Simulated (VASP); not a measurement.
Crystal: SbS.

```
CELL_PARAMETERS angstrom
2.06031 -6.38464 0.00000
2.06031 6.38464 0.00000
0.00000 0.00000 3.62830
ATOMIC_POSITIONS crystal
Sb 0.38624 0.61376 0.75000
Sb 0.61376 0.38624 0.25000
S 0.15065 0.84935 0.75000
S 0.84935 0.15065 0.25000
```

| Quantity | Value |
| --- | --- |
| Program | VASP 6.6.1 |
| Task | relaxation of cell and atoms |
| Functional | PBE |
| Potentials or basis | VASP PAW PBE potentials, release 64 (Sb, S) |
| Cutoff | 600 eV |
| k mesh | 12 × 12 × 12 |
| Occupations | gaussian, width 0.1 eV |
| Spin | no spin polarisation |

At the start: pressure 0.1 GPa; volume 23.86 Å³/atom.

Question: Where does the relaxation end?

Answer: Over 29 steps the energy falls by 7.7 meV/atom and the volume is 23.65 Å³/atom (-0.9 %); space group Cmcm (No. 63, to 0.1 Å) before and after.

Step by step:
| step | energy change (eV) | largest force (eV/Å) | pressure (GPa) | volume (Å³) |
| --- | --- | --- | --- | --- |
| 1 | 0.0000 | 0.1058 | 0.12 | 95.46 |
| 2 | -0.0071 | 0.1142 | -0.24 | 95.69 |
| 3 | -0.0096 | 0.1216 | -0.59 | 95.93 |
| 4 | -0.0139 | 0.1098 | -0.02 | 94.97 |
| 5 | -0.0144 | 0.1046 | 0.27 | 94.50 |
| 6 | -0.0180 | 0.0718 | 0.21 | 94.48 |
| 7 | -0.0232 | 0.0263 | 0.01 | 94.40 |
| 8 | -0.0232 | 0.0396 | -0.02 | 94.39 |
| 9 | -0.0238 | 0.0311 | -0.02 | 94.34 |
| 10 | -0.0246 | 0.0594 | 0.00 | 94.16 |
| 11 | -0.0251 | 0.0477 | 0.05 | 94.11 |
| 12 | -0.0258 | 0.0268 | 0.17 | 94.01 |
| 13 | -0.0261 | 0.0205 | 0.44 | 93.82 |
| 14 | -0.0262 | 0.0156 | 0.36 | 93.88 |
| 15 | -0.0263 | 0.0162 | 0.34 | 93.92 |
| 16 | -0.0268 | 0.0165 | 0.28 | 94.04 |
| 17 | -0.0274 | 0.0158 | 0.17 | 94.29 |
| 18 | -0.0283 | 0.0168 | -0.05 | 94.78 |
| 19 | -0.0279 | 0.0410 | -0.33 | 95.76 |
| 20 | -0.0285 | 0.0241 | -0.14 | 95.10 |
| 21 | -0.0291 | 0.0223 | -0.14 | 95.11 |
| 22 | -0.0300 | 0.0245 | -0.05 | 95.14 |
| 23 | -0.0300 | 0.0255 | -0.04 | 95.14 |
| 24 | -0.0303 | 0.0179 | -0.04 | 95.07 |
| 25 | -0.0306 | 0.0192 | -0.05 | 94.85 |
| 26 | -0.0306 | 0.0201 | -0.05 | 94.79 |
| 27 | -0.0307 | 0.0191 | 0.06 | 94.60 |
| 28 | -0.0307 | 0.0186 | 0.05 | 94.58 |
| 29 | -0.0308 | 0.0081 | 0.03 | 94.60 |

Final structure:
```xyz
4
Lattice="2.1950 -5.9917 0.0000 2.1950 5.9917 0.0000 0.0000 0.0000 3.5966" Properties=species:S:1:pos:R:3 pbc="T T T"
Sb    2.1950    1.5110    2.6975
Sb    2.1950   -1.5110    0.8992
S     2.1950    4.2271    2.6975
S     2.1950   -4.2271    0.8992
```
